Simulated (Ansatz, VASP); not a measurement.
## Al: VASP beside Ansatz

```
CELL_PARAMETERS angstrom
2.87514 0.00000 0.00000
-1.43757 2.48995 0.00000
0.00000 0.00000 9.07187
ATOMIC_POSITIONS crystal
Al 0.00000 0.00000 0.00000
Al 0.33333 0.66667 0.25000
Al 0.00000 0.00000 0.50000
Al 0.66667 0.33333 0.75000
```

Alike in both runs: task single point; functional PBEsol; k mesh 24 × 24 × 6; occupations gaussian, width 0.15 eV; no spin polarisation.

```csv
,VASP,Ansatz
version,VASP 6.6.1,Ansatz 0.2.0
potentials or method,"VASP PAW PBE potentials, release 64 (Al), cutoff 520 eV","scalar-relativistic, plane waves, PAW"
valence electrons in the cell,12,12
```

VASP gave:

```
gap on the k mesh at the Fermi level (eV)                     : none
pressure (GPa)                                                : 0.2
traceless stress, the component that is largest in VASP (GPa) : 2.16
```

**Question.** Which values does Ansatz return?

**Answer.** gap on the k mesh at the Fermi level (eV): none; pressure (GPa): 0.1; traceless stress, the component that is largest in VASP (GPa): 2.14.

VASP's potentials were made for PBE, not for PBEsol. A gap of «none» marks a metal or a gap that the smearing closes. With one functional, cell and mesh, what is left measures potentials, basis and numerics.
